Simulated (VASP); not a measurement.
GaAsSe3: single point with PBE

Crystal: GaAsSe3.

```
CELL_PARAMETERS angstrom
4.97126 0.00000 0.00000
0.00000 4.97126 0.00000
0.00000 0.00000 4.97126
ATOMIC_POSITIONS crystal
Ga 0.50000 0.50000 0.50000
As 0.00000 0.00000 0.00000
Se 0.50000 0.50000 0.00000
Se 0.50000 0.00000 0.50000
Se 0.00000 0.50000 0.50000
```

| Item | Value |
| --- | --- |
| Program | VASP 6.6.1 |
| Task | single point |
| Functional | PBE |
| Potentials or basis | VASP PAW PBE potentials, release 64 (Ga_d, As, Se) |
| Cutoff | 500 eV |
| k mesh | 3 × 3 × 3 |
| Occupations | gaussian, width 0.15 eV |
| Spin | no spin polarisation |

```
Pressure               : -0.3 GPa
Band gap on the k mesh : zero (band 18 reaches 3.15 eV, above the bottom of band 19 at 2.29 eV)
```

Levels at points of the mesh, in eV from the Fermi level:
| k point | band 17 | band 18 | band 19 | band 20 | band 21 | band 22 |
| --- | --- | --- | --- | --- | --- | --- |
| (0.00, 0.00, 0.00) | -0.86 | -0.86 | -0.86 | 1.59 | 1.59 | 1.59 |

It took 31 s on 1 thread of Intel Xeon 8259CL, on a shared host, peak memory 0.2 GiB.

Caveat: the k points lie up to 0.42 Å⁻¹ apart.
